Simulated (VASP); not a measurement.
Here is a VASP 6.6.1 calculation.

Contents of INCAR:

```
PREC = Accurate ; ENCUT = 520
EDIFF = 1E-7 ; ISMEAR = -1
SIGMA = 0.08 ; LREAL = False
LASPH = True ; NELM = 60
ALGO = Normal ; ISIF = 2
LWAVE = False ; LCHARG = False
GGA = PS ; NBANDS = 16
```

Contents of KPOINTS:

```
Automatic mesh
0
Gamma
  13 13 13
```

POSCAR

```
GaSb
1.0
    0.0000000000      2.8483738094      2.8483738094
    2.8483738094      0.0000000000      2.8483738094
    2.8483738094      2.8483738094      0.0000000000
Ga Sb
1 1
Direct
    0.0000000000      0.0000000000      0.0000000000
    0.5000000000      0.5000000000      0.5000000000
```

Potentials or basis: VASP PAW PBE potentials, release 64 (Ga_d, Sb).

Launch:

```console
$ cat potpaw_PBE.64/Ga_d/POTCAR potpaw_PBE.64/Sb/POTCAR > POTCAR
$ mpirun -np 1 vasp_std > vasp.out
```

Task: What does it give for the band gap on the k mesh?

Result: Zero (bands 9 and 10 overlap by 3.39 eV).

Task: What does it give for the pressure?

Result: 0.1 GPa.

Caveat: the PAW data sets were made with another functional, which shifts forces and pressure a little; spin-orbit coupling is left out, which moves the levels of the heavy elements.
